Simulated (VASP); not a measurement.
LuH2:

```
Lu H
1.0
     0.00000    2.51008    2.51008
     2.51008    0.00000    2.51008
     2.51008    2.51008    0.00000
Lu H
1 2
Direct
  0.00000 0.00000 0.00000
  0.25000 0.25000 0.25000
  0.75000 0.75000 0.75000
```

* Program: VASP 6.6.1
* Task: relaxation of cell and atoms
* Functional: LDA
* Potentials or basis: VASP PAW PBE potentials, release 64 (Lu, H)
* Cutoff: 600 eV
* k mesh: 14 × 14 × 14
* Occupations: gaussian, width 0.1 eV
* Spin: no spin polarisation

At the start: pressure -5.6 GPa; volume 10.54 Å³/atom.

How do energy, volume and symmetry change on relaxing?

Over 3 steps the energy falls by 10.9 meV/atom and the volume is 9.93 Å³/atom (-5.8 %); space group Fm-3m (No. 225, to 0.05 Å).

The path:
```
step  energy change (eV)  largest force (eV/Å)  pressure (GPa)  volume (Å³)
   1              0.0000                0.0000           -5.57        31.63
   2             -0.0324                0.0000           -0.62        29.98
   3             -0.0327                0.0000            0.00        29.80
```

Final structure:
```
Lu H
1.0
     0.00000    2.46060    2.46060
     2.46060    0.00000    2.46060
     2.46060    2.46060    0.00000
Lu H
1 2
Direct
  0.00000 0.00000 0.00000
  0.25000 0.25000 0.25000
  0.75000 0.75000 0.75000
```

Caveat: the PAW data sets were made with another functional, which shifts forces and pressure a little.
